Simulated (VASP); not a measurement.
Crystal: Ge3Pt.

```xyz
8
Lattice="3.5472 2.0480 3.1382 -3.5472 2.0480 3.1382 0.0000 -4.0960 3.1382" Properties=species:S:1:pos:R:3 pbc="T T T"
Ge    1.9684   -1.1364    5.7554
Ge    0.0000    2.2729    5.7554
Ge   -1.9684   -1.1364    5.7554
Ge   -1.9684    1.1364    3.6591
Ge    1.9684    1.1364    3.6591
Ge    0.0000   -2.2729    3.6591
Pt    0.0000    0.0000    2.5937
Pt    0.0000    0.0000    6.8208
```

The cell was built from a structure type or drawn by symmetry, and may not be a known phase.

```yaml
Program: VASP 6.6.1
Task: relaxation of cell and atoms
Functional: PBE
Potentials_or_basis: VASP PAW PBE potentials, release 64 (Ge_d, Pt)
Cutoff: 600 eV
k_mesh: 3 × 3 × 3
Occupations: gaussian, width 0.1 eV
Spin: no spin polarisation
```

At the start: pressure 31.6 GPa; volume 17.10 Å³/atom.

Problem. How do energy, volume and symmetry change on relaxing?

Solution. Over 70 steps the energy falls by 906.4 meV/atom and the volume is 18.30 Å³/atom (+7.0 %); space group R-3m (No. 166, to 0.1 Å) before and after.

The path:
```tsv
step	energy change (eV)	largest force (eV/Å)	pressure (GPa)	volume (Å³)
1	0.0000	7.4334	31.62	136.79
3	-5.2786	0.6385	-6.26	168.35
5	-5.3278	0.9238	-3.94	163.75
7	-5.7790	0.6963	2.65	148.80
9	-6.0232	0.3490	-2.11	152.62
11	-6.1181	0.4576	1.26	145.99
13	-6.2076	0.1509	-0.44	146.91
15	-6.2192	0.0973	0.85	145.06
17	-6.2291	0.1181	0.12	146.18
19	-6.2336	0.1339	-0.13	146.65
21	-6.2711	0.2098	-1.54	149.20
23	-6.3401	0.4914	-3.05	159.61
25	-6.3550	0.3449	-3.13	157.01
27	-6.3581	0.3605	-3.05	157.11
29	-6.3688	0.4358	-2.69	157.56
31	-6.3798	0.5533	-2.24	157.87
33	-6.4277	0.5596	-1.17	155.35
35	-6.4268	0.4864	4.14	145.52
37	-6.4874	0.4698	0.97	150.42
39	-6.5080	0.3563	-0.62	150.78
41	-6.5367	0.2223	-0.11	150.45
43	-6.5902	0.2207	0.98	148.58
45	-6.6000	0.3346	1.80	147.19
47	-6.6256	0.3290	1.15	148.20
49	-6.7640	0.6853	-1.47	152.76
51	-6.8363	0.5155	-3.91	156.88
53	-6.8641	0.3733	-3.94	157.34
55	-6.8717	0.2425	-3.99	157.61
57	-6.9429	0.2646	-2.56	154.91
59	-7.0075	0.3379	0.93	149.09
61	-7.0706	0.3397	0.83	148.67
63	-7.1356	0.4074	0.94	146.38
65	-7.1970	0.2630	-0.60	148.42
67	-7.2443	0.1267	-0.88	147.77
69	-7.2511	0.0793	-0.07	146.45
70	-7.2515	0.0364	0.00	146.39
```

Final structure:
```
Ge Pt
1.0
     3.92404    2.26555    2.74443
    -3.92404    2.26555    2.74443
     0.00000   -4.53109    2.74443
Ge Pt
6 2
Direct
  0.76834 0.34932 0.76834
  0.76834 0.76834 0.34932
  0.34932 0.76834 0.76834
  0.23166 0.65068 0.23166
  0.65068 0.23166 0.23166
  0.23166 0.23166 0.65068
  0.16646 0.16646 0.16646
  0.83354 0.83354 0.83354
```

Caveat: the k points lie up to 0.40 Å⁻¹ apart in the final cell, too coarse for converged energies and pressures of a metal.
